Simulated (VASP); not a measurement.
Wanted: the native input for a VASP 6.6.1 run.

- Task: single point
- Functional: PBE
- Potentials or basis: VASP PAW PBE potentials, release 64 (Al, O)
- Cutoff: 520 eV
- k mesh: 6 × 4 × 2
- Occupations: gaussian, width 0.2 eV
- Spin: no spin polarisation
- Dipole correction: no
- Further INCAR settings: ALGO = Normal; EDIFF = 1e-06; NBANDS = 45

The structure of AlO5 lies in POSCAR:

```
AlO5
1.0
    2.9400888538      0.0000000000      0.0000000000
    0.0000000000      3.7073491923      0.0000000000
    0.0000000000      0.0000000000     14.7959530620
Al O
2 10
Direct
    0.5000000000      0.0000000000      0.9441848036
    0.0000000000      0.5000000000      0.0558151964
    0.0000000000      0.5000000000      0.3859143717
    0.0000000000      0.5000000000      0.4678568325
    0.5000000000      0.0000000000      0.6140856283
    0.5000000000      0.0000000000      0.5321431675
    0.0000000000      0.0000000000      0.8621283578
    0.0000000000      0.0000000000      0.7708077236
    0.5000000000      0.5000000000      0.9704470953
    0.5000000000      0.5000000000      0.1378716422
    0.5000000000      0.5000000000      0.2291922764
    0.0000000000      0.0000000000      0.0295529047
```

One way to write it, as run:

INCAR

```
ALGO     = Normal         # electronic algorithm
EDIFF    = 1E-6           # SCF threshold, eV
ENCUT    = 520            # plane-wave cutoff, eV
GGA      = PE             # functional
ISIF     = 2              # what is computed and relaxed
ISMEAR   = 0              # smearing method
LASPH    = T              # aspherical terms in the spheres
LCHARG   = F              # write CHGCAR
LREAL    = F              # projectors in reciprocal space
LWAVE    = F              # write WAVECAR
NBANDS   = 45             # bands
NELM     = 80             # most SCF steps
PREC     = Accurate       # precision mode
SIGMA    = 0.2            # smearing width, eV
```

KPOINTS

```
k-points
0
Gamma
  6 4 2
```

Potentials or basis: VASP PAW PBE potentials, release 64 (Al, O).

The run is started by

```console
$ cat potpaw_PBE.64/Al/POTCAR potpaw_PBE.64/O/POTCAR > POTCAR
$ mpirun -np 1 vasp_std > vasp.out
```

It gave:

```
Pressure               : 1.3 GPa
Largest force          : 1.230 eV/Å
Band gap on the k mesh : zero (bands 33 and 34 overlap by 0.30 eV)
```

Caveat: the k points lie up to 0.42 Å⁻¹ apart; the standard files for N, O and F lose accuracy on very short bonds; forces of over 1 eV/Å act on the atoms, so gaps and moduli don't describe the material at rest.

It took 93 s on 1 thread of Intel(R) Xeon(R) 6975P-C (Granite Rapids), on a shared host, peak memory 0.31 GiB.
